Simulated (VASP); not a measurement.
# Tl (P6_3/mmc) in VASP: a series of runs

The runs below take Tl through single point, with PBEsol.

Program: VASP 6.6.1. These are calculated values, not measurements. Logs are shortened: lines on timing, memory, paths and dates and some standing lists are left out, and cuts for length are marked.

## Step 1: The cell of the first run

Symmetry: P6_3/mmc, No. 194, hexagonal system. The conventional cell has a = 3.459 Å, b = 3.459 Å, c = 5.518 Å, α = 90.00°, β = 90.00°, γ = 120.00°. Tl (site symmetry -6m2) has 12 Tl at 3.41 to 3.46 Å within 4.5 Å.

## Step 2: Single point, PBEsol

File INCAR:

```
SYSTEM = Tl
ALGO = Normal
EDIFF = 1E-7
ENCUT = 520
GGA = PS
ISIF = 2
ISMEAR = -1
LASPH = .True.
LCHARG = .False.
LREAL = .False.
LWAVE = .False.
NBANDS = 20
NELM = 60
PREC = Accurate
SIGMA = 0.1
```

File KPOINTS:

```
k-points
0
Gamma
  17 17 10
  0 0 0
```

File POSCAR:

```
Tl
1.0
    3.4594693797      0.0000000000      0.0000000000
   -1.7297346899      2.9959883665      0.0000000000
    0.0000000000      0.0000000000      5.5177419322
Tl
2
Direct
    0.3333333333      0.6666666667      0.2500000000
    0.6666666667      0.3333333333      0.7500000000
```

Potentials or basis: VASP PAW PBE potentials, release 64 (Tl_d).

Launch:

```bash
> cat potpaw_PBE.64/Tl_d/POTCAR > POTCAR
> mpirun -np 1 vasp_std > vasp.out
```

OUTCAR:

```text
SYSTEM = Tl
   EDIFF = 1E-7
   ENCUT = 520
   GGA = PS
   ISIF = 2
   ISMEAR = -1
   LASPH = .True.
   LREAL = .False.
   NELM = 60
   PREC = Accurate

 ion  position               nearest neighbor table
   1  0.333  0.667  0.250-   2 3.41   2 3.41   2 3.41   2 3.41   2 3.41   2 3.41
   2  0.667  0.333  0.750-   1 3.41   1 3.41   1 3.41   1 3.41   1 3.41   1 3.41

  LATTYP: Found a hexagonal cell.
 ALAT       =     3.4594693797
 C/A-ratio  =     1.5949677036

  Lattice vectors:

 A1 = (   3.4594693797,   0.0000000000,   0.0000000000)
 A2 = (  -1.7297346899,   2.9959883665,   0.0000000000)
 A3 = (   0.0000000000,   0.0000000000,   5.5177419322)

Analysis of symmetry for initial positions (statically):
=====================================================================
 Subroutine PRICEL returns:
 Original cell was already a primitive cell.

 Routine SETGRP: Setting up the symmetry group for a
 hexagonal supercell.

 Subroutine GETGRP returns: Found 24 space group operations
 (whereof 12 operations were pure point group operations)
 out of a pool of 24 trial point group operations.

The static configuration has the point symmetry D_3d.
 The point group associated with its full space group is D_6h.

Analysis of symmetry for dynamics (positions and initial velocities):
=====================================================================
 Subroutine PRICEL returns:
 Original cell was already a primitive cell.

 Routine SETGRP: Setting up the symmetry group for a
 hexagonal supercell.

 Subroutine GETGRP returns: Found 24 space group operations
 (whereof 12 operations were pure point group operations)
 out of a pool of 24 trial point group operations.

The dynamic configuration has the point symmetry D_3d.
 The point group associated with its full space group is D_6h.

 Subroutine INISYM returns: Found 24 space group operations
 (whereof 12 operations are pure point group operations),
 and found     1 'primitive' translations

----------------------------------------------------------------------------------------

                                     Primitive cell

  volume of cell :      57.1888

  direct lattice vectors                    reciprocal lattice vectors
     3.459469380  0.000000000  0.000000000     0.289061671  0.166889834  0.000000000
    -1.729734690  2.995988367  0.000000000     0.000000000  0.333779667  0.000000000
     0.000000000  0.000000000  5.517741932     0.000000000  0.000000000  0.181233558

  length of vectors
     3.459469380  3.459469380  5.517741932     0.333779667  0.333779667  0.181233558

  position of ions in fractional coordinates (direct lattice)
     0.333333333  0.666666667  0.250000000
     0.666666667  0.333333333  0.750000000

  ion indices of the primitive-cell ions
   primitive index   ion index
                 1           1
                 2           2

----------------------------------------------------------------------------------------

 KPOINTS: k-points

Automatic generation of k-mesh.
 Grid dimensions read from file:
 generate k-points for:   17   17   10

 Generating k-lattice:

  Cartesian coordinates                     Fractional coordinates (reciprocal lattice)
     0.017003628  0.009817049  0.000000000     0.058823529 -0.000000000  0.000000000
     0.000000000  0.019634098  0.000000000     0.000000000  0.058823529  0.000000000
     0.000000000  0.000000000  0.018123356     0.000000000  0.000000000  0.100000000

  Length of vectors
     0.019634098  0.019634098  0.018123356

  Shift w.r.t. Gamma in fractional coordinates (k-lattice)
     0.000000000  0.000000000  0.000000000

 Subroutine IBZKPT returns following result:
 ===========================================

 Found    198 irreducible k-points:

 Following reciprocal coordinates:
            Coordinates               Weight
  0.000000  0.000000  0.000000      1.000000
  0.058824 -0.000000  0.000000      6.000000
  0.117647 -0.000000  0.000000      6.000000
  0.176471  0.000000  0.000000      6.000000
  0.235294 -0.000000  0.000000      6.000000
  0.294118  0.000000  0.000000      6.000000
[... 16 lines left out ...]
  0.411765  0.117647  0.000000     12.000000
  0.176471  0.176471  0.000000      6.000000
 [... further k-points ...]
   k-points           NKPTS =    198   k-points in BZ     NKDIM =    198   number of bands    NBANDS=     20
   number of dos      NEDOS =    301   number of ions     NIONS =      2
   total plane-waves  NPLWV =  32928
   dimension x,y,z NGX =    28 NGY =   28 NGZ =   42
   dimension x,y,z NGXF=    56 NGYF=   56 NGZF=   84
   ions per type =               2
   NGX,Y,Z   is equivalent  to a cutoff of  13.46, 13.46, 12.65 a.u.
   NGXF,Y,Z  is equivalent  to a cutoff of  26.91, 26.91, 25.31 a.u.
 SYSTEM =  Tl
   PREC   = accura    normal or accurate (medium, high low for compatibility)
   ISTART =      0    job   : 0-new  1-cont  2-samecut
   ICHARG =      2    charge: 1-file 2-atom 10-const
   ISPIN  =      1    spin polarized calculation?
   LNONCOLLINEAR =      F non collinear calculations
   LSORBIT =      F    spin-orbit coupling
   LASPH  =      T    aspherical Exc in radial PAW
   ENCUT  =  520.0 eV  38.22 Ry    6.18 a.u.   6.43  6.43 10.26*2*pi/ulx,y,z
   NELM   =     60;   NELMIN=  2; NELMDL= -5     # of ELM steps
   EDIFF  = 0.1E-06   stopping-criterion for ELM
   LREAL  =      F    real-space projection
   EDIFFG = 0.1E-05   stopping-criterion for IOM
   NSW    =      0    number of steps for IOM
   IBRION =     -1    ionic relax: 0-MD 1-quasi-New 2-CG
   NFREE  =      0    steps in history (QN), initial steepest desc. (CG)
   ISIF   =      2    stress and relaxation
   ISYM   =      2    0-nonsym 1-usesym 2-fastsym
   POTIM  = 0.5000    time-step for ionic-motion
   TEBEG  =    0.0;   TEEND  =   0.0 temperature during run
   PSTRESS=    0.0 pullay stress
   NELECT =      26.0000    total number of electrons
   NUPDOWN=      -1.0000    fix difference up-down
   EMIN   =  10.00;   EMAX   =-10.00  energy-range for DOS
   EFERMI =   0.00;   METHOD = LEGACY
   ISMEAR =    -1;   SIGMA  =   0.10  broadening in eV -4-tet -1-fermi 0-gaus
   EFERMI_NEDOS =   21; number of points for ismear=-14 and -15
   IALGO  =     38    algorithm
   IMIX   =      4    mixing-type and parameters
     AMIX     =   0.40;   BMIX     =  1.00
     AMIX_MAG =   1.60;   BMIX_MAG =  1.00
  volume/ion in A,a.u.               =      28.59       192.96
  Fermi-wavevector in a.u.,A,eV,Ry     =   1.258816  2.378817 21.560036  1.584618
  Thomas-Fermi vector in A             =   2.392407
   LORBIT       =      0    0 simple, 1 ext, 2 COOP (PROOUT), +10 PAW based schemes
   GGA     = PS    functional components
   LHFCALC =     F    Hartree Fock is set to
   AEXX    =    0.0000 exact exchange contribution
   IVDW    =     0    specifies the selected vdW correction
   LEPSILON=     F    determine dielectric tensor
   LRPA    =     F    only Hartree local field effects (RPA)
 non-spin polarized calculation
  energy-cutoff  :      520.00
  volume of cell :       57.19
 maximum number of plane-waves:      1570
 NGX is ok and might be reduce to    28
   NGX = 13   NGY = 13   NGZ = 21

 number of electron      26.0000002 magnetization

 Free energy of the ion-electron system (eV)
  ---------------------------------------------------
  ext. energy  EPLUGINS =         0.00000000
  ---------------------------------------------------
  free energy    TOTEN  =        -5.27691651 eV

  energy without entropy =       -5.24812001  energy(sigma->0) =       -5.26251826

 E-fermi :   6.3858     XC(G=0): -10.3668

 val. band max:        6.3768450433   @ k =   0.4118  -0.0000   0.3000
 cond. band min:       6.4229634108   @ k =   0.4118   0.1765   0.2000
 fundamental gap:      0.0461183674
 Fermi energy:         6.3857838245

 k-point     1 :       0.0000    0.0000    0.0000
  band No.  band energies     occupation
      1      -5.3625      2.00000
      2      -5.1245      2.00000
      3      -5.1080      2.00000
      4      -5.1080      2.00000
      5      -5.0535      2.00000
      6      -5.0535      2.00000
[... 12 lines left out ...]
     19      17.1636      0.00000
     20      17.3502      0.00000

 k-point     2 :       0.0588   -0.0000    0.0000
  band No.  band energies     occupation
      1      -5.3499      2.00000
      2      -5.1459      2.00000
      3      -5.0930      2.00000
      4      -5.0839      2.00000
      5      -5.0545      2.00000
      6      -5.0395      2.00000
[... 12 lines left out ...]
     19      17.3278      0.00000
     20      17.5879      0.00000

 k-point     3 :       0.1176   -0.0000    0.0000
  band No.  band energies     occupation
      1      -5.3227      2.00000
      2      -5.1688      2.00000
      3      -5.0656      2.00000
      4      -5.0499      2.00000
      5      -5.0387      2.00000
      6      -5.0268      2.00000
[... 12 lines left out ...]
     19      16.9748      0.00000
     20      18.2065      0.00000

 k-point     4 :       0.1765    0.0000    0.0000
  band No.  band energies     occupation
      1      -5.3159      2.00000
      2      -5.1675      2.00000
      3      -5.0738      2.00000
      4      -5.0697      2.00000
      5      -5.0463      2.00000
      6      -4.9857      2.00000
[... 12 lines left out ...]
     19      16.6726      0.00000
     20      18.1239      0.00000

 k-point     5 :       0.2353   -0.0000    0.0000
  band No.  band energies     occupation
      1      -5.3461      2.00000
      2      -5.1603      2.00000
      3      -5.1272      2.00000
      4      -5.0775      2.00000
      5      -5.0600      2.00000
      6      -4.9194      2.00000
[... 12 lines left out ...]
     19      16.1816      0.00000
     20      17.4994      0.00000
[... 353 lines left out ...]
      6      -4.9042      2.00000
[... 12 lines left out ...]
     19      15.3808      0.00000
     20      16.4620      0.00000

 k-point    22 :       0.3529    0.1176    0.0000
  band No.  band energies     occupation
      1      -5.3979      2.00000
      2      -5.3163      2.00000
      3      -5.1900      2.00000
      4      -5.1393      2.00000
      5      -4.9431      2.00000
      6      -4.9313      2.00000
[... 12 lines left out ...]
     19      15.1297      0.00000
     20      16.3068      0.00000

 k-point    23 :       0.4118    0.1176    0.0000
  band No.  band energies     occupation
      1      -5.4136      2.00000
      2      -5.3402      2.00000
      3      -5.1965      2.00000
      4      -5.1439      2.00000
      5      -4.9460      2.00000
      6      -4.9224      2.00000
[... 12 lines left out ...]
     19      15.0055      0.00000
     20      16.2280      0.00000

 k-point    24 :       0.1765    0.1765    0.0000
  band No.  band energies     occupation
      1      -5.2504      2.00000
      2      -5.2449      2.00000
      3      -5.2061      2.00000
      4      -5.1110      2.00000
      5      -4.9941      2.00000
      6      -4.9092      2.00000
[... 12 lines left out ...]
     19      15.4188      0.00000
     20      17.9147      0.00000

 [... further k-points ...]

------------------------ aborting loop because EDIFF is reached ----------------------------------------

  FORCE on cell =-STRESS in cart. coord.  units (eV):
  Direction    XX          YY          ZZ          XY          YZ          ZX
  --------------------------------------------------------------------------------------
  -------------------------------------------------------------------------------------
  Total        0.0046004      0.0046004     -0.0690358     -0.0000000      0.0000000     -0.0000000
  in kB        0.1288830      0.1288830     -1.9340789     -0.0000000      0.0000000     -0.0000000
  external PRESSURE =      -0.5587709 kB  Pullay stress =       0.0000000 kB

 VOLUME and BASIS-vectors are now :
 -----------------------------------------------------------------------------
  energy-cutoff  :      520.00
  volume of cell :       57.19
      direct lattice vectors                 reciprocal lattice vectors
     3.459469380  0.000000000  0.000000000     0.289061671  0.166889834  0.000000000
    -1.729734690  2.995988367  0.000000000     0.000000000  0.333779667  0.000000000
     0.000000000  0.000000000  5.517741932     0.000000000  0.000000000  0.181233558

 POSITION                                       TOTAL-FORCE (eV/Angst)
 -----------------------------------------------------------------------------------
     -0.00000      1.99733      1.37944         0.000000     -0.000000      0.000000
      1.72973      0.99866      4.13831        -0.000000      0.000000      0.000000
 -----------------------------------------------------------------------------------
    total drift:                               -0.000000      0.000000     -0.000000

  FREE ENERGIE OF THE ION-ELECTRON SYSTEM (eV)
  ---------------------------------------------------
  free  energy   TOTEN  =        -5.2769165061 eV

  energy  without entropy=       -5.2481200058  energy(sigma->0) =       -5.26251826
```

It took 3.3 min on 1 thread of Intel Xeon 8259CL, shared host; peak memory 0.31 GiB.

What came out:

| Property | Result |
| --- | --- |
| Free energy | -5.2769 eV |
| Pressure | -0.1 GPa |
| Band gap on the k mesh | zero (bands 13 and 14 overlap by 5.76 eV) |

Stress tensor (GPa, compression positive):
```
 0.01  0.00  0.00
 0.00  0.01  0.00
 0.00  0.00 -0.19
```

Caveat: the PAW data sets were made with another functional, which shifts forces and pressure a little; spin-orbit coupling is left out, which moves the levels of the heavy elements.

## Step 3: Single point, PBEsol (28.59 Å³/atom)

File INCAR:

```
ALGO = Normal
EDIFF = 1E-6
ENCUT = 520
GGA = PS
ISIF = 2
ISMEAR = -1
LASPH = T
LCHARG = F
LREAL = F
LWAVE = F
NBANDS = 20
NELM = 60
PREC = Accurate
SIGMA = 0.1
```

File KPOINTS:

```
k-points
0
Gamma
  17 17 10
```

POSCAR is that of step 2.

Potentials or basis: VASP PAW PBE potentials, release 64 (Tl_d).

Launch:

```bash
> cat potpaw_PBE.64/Tl_d/POTCAR > POTCAR
> mpirun -np 1 vasp_std > vasp.out
```

Run time: 3.2 min. Hardware: 1 thread of Intel Xeon 8259CL, shared host; peak memory 0.31 GiB.

The run converged. Its results:

```
Free energy            : -5.2769 eV
Pressure               : -0.1 GPa
Band gap on the k mesh : zero (bands 13 and 14 overlap by 5.76 eV)
```

Stress tensor (GPa, compression positive):
```
 0.01  0.00  0.00
 0.00  0.01  0.00
 0.00  0.00 -0.20
```

Levels at points of the mesh, in eV from the Fermi level:
```tsv
k point	band 10	band 11	band 12	band 13	band 14	band 15	band 16	band 17
(0.00, 0.00, 0.00)	-11.03	-10.07	-5.10	-2.86	7.94	7.94	10.03	10.03
(0.00, 0.00, 0.50)	-11.15	-8.63	-8.63	3.37	3.37	8.92	8.92	8.92
```

Caveat: the PAW data sets were made with another functional, which shifts forces and pressure a little; spin-orbit coupling is left out, which moves the levels of the heavy elements.
